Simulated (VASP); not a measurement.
# Rh (Fm-3m) in VASP: notebook

The runs below take Rh through single point, with PBEsol.

All numbers are computed with VASP 6.6.1; they aren't measurements. Logs are shortened: lines on timing, memory, paths and dates and some standing lists are left out, and cuts for length are marked.

### 1 The cell of the first run

It takes space group Fm-3m (No. 225, cubic). The conventional cell has a = 3.622 Å, b = 3.622 Å, c = 3.622 Å, α = 90.00°, β = 90.00°, γ = 90.00°. Within 3.4 Å of Rh (site symmetry m-3m) lie 12 Rh at 2.56 Å.

### 2 Single point, PBEsol (volume scaled by 0.88)

INCAR

```
SYSTEM = Rh
ALGO = Normal ; EDIFF = 1E-6
ENCUT = 520 ; GGA = PS
ISIF = 2 ; ISMEAR = 0
LASPH = .TRUE. ; LCHARG = .FALSE.
LREAL = .FALSE. ; LWAVE = .FALSE.
NBANDS = 14 ; NELM = 100
PREC = Accurate ; SIGMA = 0.1
```

KPOINTS

```
k-points
0
G
  18 18 18
  0 0 0
```

POSCAR

```
Rh
1.0
    0.0000000000      1.8111471693      1.8111471693
    1.8111471693      0.0000000000      1.8111471693
    1.8111471693      1.8111471693      0.0000000000
Rh
1
Direct
    0.0000000000      0.0000000000      0.0000000000
```

Potentials or basis: VASP PAW PBE potentials, release 64 (Rh_pv).

Run with:

```console
$ cat potpaw_PBE.64/Rh_pv/POTCAR > POTCAR
$ mpirun -np 1 vasp_std > vasp.out
```

OUTCAR:

```text
SYSTEM = Rh
   EDIFF = 1E-6
   ENCUT = 520
   GGA = PS
   ISIF = 2
   ISMEAR = 0
   LASPH = .TRUE.
   LREAL = .FALSE.
   NELM = 100
   PREC = Accurate

 ion  position               nearest neighbor table
   1  0.000  0.000  0.000-

  LATTYP: Found a face centered cubic cell.
 ALAT       =     3.6222943386

  Lattice vectors:

 A1 = (   0.0000000000,   1.8111471693,   1.8111471693)
 A2 = (   1.8111471693,   0.0000000000,   1.8111471693)
 A3 = (   1.8111471693,   1.8111471693,   0.0000000000)

Analysis of symmetry for initial positions (statically):
=====================================================================
 Subroutine PRICEL returns:
 Original cell was already a primitive cell.

 Routine SETGRP: Setting up the symmetry group for a
 face centered cubic supercell.

 Subroutine GETGRP returns: Found 48 space group operations
 (whereof 48 operations were pure point group operations)
 out of a pool of 48 trial point group operations.

The static configuration has the point symmetry O_h .

Analysis of symmetry for dynamics (positions and initial velocities):
=====================================================================
 Subroutine PRICEL returns:
 Original cell was already a primitive cell.

 Routine SETGRP: Setting up the symmetry group for a
 face centered cubic supercell.

 Subroutine GETGRP returns: Found 48 space group operations
 (whereof 48 operations were pure point group operations)
 out of a pool of 48 trial point group operations.

The dynamic configuration has the point symmetry O_h .

 Subroutine INISYM returns: Found 48 space group operations
 (whereof 48 operations are pure point group operations),
 and found     1 'primitive' translations

----------------------------------------------------------------------------------------

                                     Primitive cell

  volume of cell :      11.8820

  direct lattice vectors                    reciprocal lattice vectors
     0.000000000  1.811147169  1.811147169    -0.276068123  0.276068123  0.276068123
     1.811147169  0.000000000  1.811147169     0.276068123 -0.276068123  0.276068123
     1.811147169  1.811147169  0.000000000     0.276068123  0.276068123 -0.276068123

  length of vectors
     2.561348890  2.561348890  2.561348890     0.478164016  0.478164016  0.478164016

  position of ions in fractional coordinates (direct lattice)
     0.000000000  0.000000000  0.000000000

  ion indices of the primitive-cell ions
   primitive index   ion index
                 1           1

----------------------------------------------------------------------------------------

 KPOINTS: k-points

Automatic generation of k-mesh.
 Grid dimensions read from file:
 generate k-points for:   18   18   18

 Generating k-lattice:

  Cartesian coordinates                     Fractional coordinates (reciprocal lattice)
    -0.015337118  0.015337118  0.015337118     0.055555556  0.000000000  0.000000000
     0.015337118 -0.015337118  0.015337118     0.000000000  0.055555556  0.000000000
     0.015337118  0.015337118 -0.015337118     0.000000000  0.000000000  0.055555556

  Length of vectors
     0.026564668  0.026564668  0.026564668

  Shift w.r.t. Gamma in fractional coordinates (k-lattice)
     0.000000000  0.000000000  0.000000000

 Subroutine IBZKPT returns following result:
 ===========================================

 Found    195 irreducible k-points:

 Following reciprocal coordinates:
            Coordinates               Weight
  0.000000  0.000000  0.000000      1.000000
  0.055556  0.000000  0.000000      8.000000
  0.111111  0.000000  0.000000      8.000000
  0.166667  0.000000  0.000000      8.000000
  0.222222  0.000000  0.000000      8.000000
  0.277778  0.000000  0.000000      8.000000
[... 16 lines left out ...]
 -0.277778  0.055556  0.000000     24.000000
 -0.222222  0.055556  0.000000     24.000000
 [... further k-points ...]
   k-points           NKPTS =    195   k-points in BZ     NKDIM =    195   number of bands    NBANDS=     14
   number of dos      NEDOS =    301   number of ions     NIONS =      1
   total plane-waves  NPLWV =   8000
   dimension x,y,z NGX =    20 NGY =   20 NGZ =   20
   dimension x,y,z NGXF=    40 NGYF=   40 NGZF=   40
   ions per type =               1
   NGX,Y,Z   is equivalent  to a cutoff of  12.98, 12.98, 12.98 a.u.
   NGXF,Y,Z  is equivalent  to a cutoff of  25.96, 25.96, 25.96 a.u.
 SYSTEM =  Rh
   PREC   = accura    normal or accurate (medium, high low for compatibility)
   ISTART =      0    job   : 0-new  1-cont  2-samecut
   ICHARG =      2    charge: 1-file 2-atom 10-const
   ISPIN  =      1    spin polarized calculation?
   LNONCOLLINEAR =      F non collinear calculations
   LSORBIT =      F    spin-orbit coupling
   LASPH  =      T    aspherical Exc in radial PAW
   ENCUT  =  520.0 eV  38.22 Ry    6.18 a.u.   4.76  4.76  4.76*2*pi/ulx,y,z
   NELM   =    100;   NELMIN=  2; NELMDL= -5     # of ELM steps
   EDIFF  = 0.1E-05   stopping-criterion for ELM
   LREAL  =      F    real-space projection
   EDIFFG = 0.1E-04   stopping-criterion for IOM
   NSW    =      0    number of steps for IOM
   IBRION =     -1    ionic relax: 0-MD 1-quasi-New 2-CG
   NFREE  =      0    steps in history (QN), initial steepest desc. (CG)
   ISIF   =      2    stress and relaxation
   ISYM   =      2    0-nonsym 1-usesym 2-fastsym
   POTIM  = 0.5000    time-step for ionic-motion
   TEBEG  =    0.0;   TEEND  =   0.0 temperature during run
   PSTRESS=    0.0 pullay stress
   NELECT =      15.0000    total number of electrons
   NUPDOWN=      -1.0000    fix difference up-down
   EMIN   =  10.00;   EMAX   =-10.00  energy-range for DOS
   EFERMI =   0.00;   METHOD = LEGACY
   ISMEAR =     0;   SIGMA  =   0.10  broadening in eV -4-tet -1-fermi 0-gaus
   EFERMI_NEDOS =   21; number of points for ismear=-14 and -15
   IALGO  =     38    algorithm
   IMIX   =      4    mixing-type and parameters
     AMIX     =   0.40;   BMIX     =  1.00
     AMIX_MAG =   1.60;   BMIX_MAG =  1.00
  volume/ion in A,a.u.               =      11.88        80.18
  Fermi-wavevector in a.u.,A,eV,Ry     =   1.769327  3.343544 42.593298  3.130519
  Thomas-Fermi vector in A             =   2.836338
   LORBIT       =      0    0 simple, 1 ext, 2 COOP (PROOUT), +10 PAW based schemes
   GGA     = PS    functional components
   LHFCALC =     F    Hartree Fock is set to
   AEXX    =    0.0000 exact exchange contribution
   IVDW    =     0    specifies the selected vdW correction
   LEPSILON=     F    determine dielectric tensor
   LRPA    =     F    only Hartree local field effects (RPA)
 non-spin polarized calculation
 Gauss-broadening in eV      SIGMA  =   0.10
  energy-cutoff  :      520.00
  volume of cell :       11.88
 maximum number of plane-waves:       332
   NGX =  9   NGY =  9   NGZ =  9

 number of electron      15.0000004 magnetization

 Free energy of the ion-electron system (eV)
  ---------------------------------------------------
  ext. energy  EPLUGINS =         0.00000000
  ---------------------------------------------------
  free energy    TOTEN  =        -7.90835015 eV

  energy without entropy =       -7.90306094  energy(sigma->0) =       -7.90570554

 E-fermi :  14.6599     XC(G=0): -15.1793

 val. band max:       14.6474789390   @ k =   0.5000   0.2222   0.1111
 cond. band min:      14.6621782394   @ k =   0.5000   0.3889   0.0556
 fundamental gap:      0.0146993004
 Fermi energy:        14.6598884179

 k-point     1 :       0.0000    0.0000    0.0000
  band No.  band energies     occupation
      1     -31.9459      2.00000
      2     -31.9459      2.00000
      3     -31.9459      2.00000
      4       5.4830      2.00000
      5      10.7676      2.00000
      6      10.7676      2.00000
      7      10.7676      2.00000
      8      13.4210      2.00000
      9      13.4210      2.00000
     10      30.3488      0.00000
     11      34.5907      0.00000
     12      36.6657      0.00000
     13      36.6657      0.00000
     14      36.6657      0.00000

 k-point     2 :       0.0556    0.0000    0.0000
  band No.  band energies     occupation
      1     -31.9843      2.00000
      2     -31.9509      2.00000
      3     -31.9509      2.00000
      4       5.6277      2.00000
      5      10.6953      2.00000
      6      10.8280      2.00000
      7      10.8280      2.00000
      8      13.3828      2.00000
      9      13.3828      2.00000
     10      30.5871      0.00000
     11      34.5898      0.00000
     12      35.9442      0.00000
     13      36.8979      0.00000
     14      36.8979      0.00000

 k-point     3 :       0.1111    0.0000    0.0000
  band No.  band energies     occupation
      1     -32.0940      2.00000
      2     -31.9651      2.00000
      3     -31.9651      2.00000
      4       6.0383      2.00000
      5      10.5178      2.00000
      6      10.9861      2.00000
      7      10.9861      2.00000
      8      13.2992      2.00000
      9      13.2992      2.00000
     10      31.2391      0.00000
     11      34.4306      0.00000
     12      34.6167      0.00000
     13      37.5749      0.00000
     14      37.5749      0.00000

 k-point     4 :       0.1667    0.0000    0.0000
  band No.  band energies     occupation
      1     -32.2600      2.00000
      2     -31.9869      2.00000
      3     -31.9869      2.00000
      4       6.6280      2.00000
      5      10.3579      2.00000
      6      11.1630      2.00000
      7      11.1630      2.00000
      8      13.2664      2.00000
      9      13.2664      2.00000
     10      32.0663      0.00000
     11      32.8779      0.00000
     12      34.5953      0.00000
     13      38.6407      0.00000
     14      38.6407      0.00000

 k-point     5 :       0.2222    0.0000    0.0000
  band No.  band energies     occupation
      1     -32.4604      2.00000
      2     -32.0135      2.00000
      3     -32.0135      2.00000
      4       7.1932      2.00000
      5      10.4520      2.00000
      6      11.2357      2.00000
      7      11.2357      2.00000
      8      13.4224      2.00000
      9      13.4224      2.00000
     10      31.2484      0.00000
     11      32.7890      0.00000
[... 276 lines left out ...]
 k-point    22 :      -0.3333    0.0556    0.0000
  band No.  band energies     occupation
      1     -32.9139      2.00000
      2     -32.1157      2.00000
      3     -32.0669      2.00000
      4       7.5130      2.00000
      5      10.8632      2.00000
      6      10.9951      2.00000
      7      12.2721      2.00000
      8      14.2063      2.00000
      9      15.2534      0.00000
     10      27.8481      0.00000
     11      31.5217      0.00000
     12      34.5960      0.00000
     13      38.1328      0.00000
     14      40.1359      0.00000

 k-point    23 :      -0.2778    0.0556    0.0000
  band No.  band energies     occupation
      1     -32.7355      2.00000
      2     -32.0922      2.00000
      3     -32.0388      2.00000
      4       7.6023      2.00000
      5      10.9766      2.00000
      6      11.1778      2.00000
      7      11.2612      2.00000
      8      13.6074      2.00000
      9      14.5845      1.71354
     10      29.4034      0.00000
     11      32.4968      0.00000
     12      34.5958      0.00000
     13      39.2722      0.00000
     14      41.0335      0.00000

 k-point    24 :      -0.2222    0.0556    0.0000
  band No.  band energies     occupation
      1     -32.5343      2.00000
      2     -32.0632      2.00000
      3     -32.0100      2.00000
      4       7.4508      2.00000
      5      10.3981      2.00000
      6      11.2525      2.00000
      7      11.3113      2.00000
      8      13.1373      2.00000
      9      14.0165      2.00000
     10      30.8804      0.00000
     11      32.9786      0.00000
     12      34.5949      0.00000
     13      39.1598      0.00000
     14      41.1083      0.00000

 [... further k-points ...]
[... 5 lines left out ...]
  --------------------------------------------------------------------------------------
  -------------------------------------------------------------------------------------
  Total        3.8684071      3.8684071      3.8684071      0.0000000      0.0000000      0.0000000
  in kB      521.6167555    521.6167555    521.6167555      0.0000000      0.0000000      0.0000000
  external PRESSURE =     521.6167555 kB  Pullay stress =       0.0000000 kB

 VOLUME and BASIS-vectors are now :
 -----------------------------------------------------------------------------
  energy-cutoff  :      520.00
  volume of cell :       11.88
      direct lattice vectors                 reciprocal lattice vectors
     0.000000000  1.811147169  1.811147169    -0.276068123  0.276068123  0.276068123
     1.811147169  0.000000000  1.811147169     0.276068123 -0.276068123  0.276068123
     1.811147169  1.811147169  0.000000000     0.276068123  0.276068123 -0.276068123

 POSITION                                       TOTAL-FORCE (eV/Angst)
 -----------------------------------------------------------------------------------
      0.00000      0.00000      0.00000         0.000000      0.000000      0.000000
 -----------------------------------------------------------------------------------
    total drift:                                0.000000     -0.000000      0.000000

  FREE ENERGIE OF THE ION-ELECTRON SYSTEM (eV)
  ---------------------------------------------------
  free  energy   TOTEN  =        -7.9083501452 eV

  energy  without entropy=       -7.9030609444  energy(sigma->0) =       -7.90570554
```

It took 9.9 s on 1 thread of Intel Xeon 6975P-C (Granite Rapids), shared host; peak memory 0.15 GiB.

What came out:

```
Free energy : -7.9084 eV
Pressure    : 52.2 GPa
```

Levels at points of the mesh, in eV from the Fermi level:
```tsv
k point	band 3	band 4	band 5	band 6	band 7	band 8	band 9	band 10	band 11	band 12
(0.00, 0.00, 0.00)	-46.61	-9.18	-3.89	-3.89	-3.89	-1.24	-1.24	15.69	19.93	22.01
(0.50, 0.00, 0.00)	-46.77	-7.51	-4.00	-4.00	0.52	0.74	0.74	10.23	15.27	19.94
(0.50, 0.50, 0.00)	-47.04	-7.89	-7.45	0.72	1.28	1.28	3.42	14.09	14.09	14.23
```

Caveat: the PAW data sets were made with another functional, which shifts forces and pressure a little.

(Continued in part 2 of 2.)
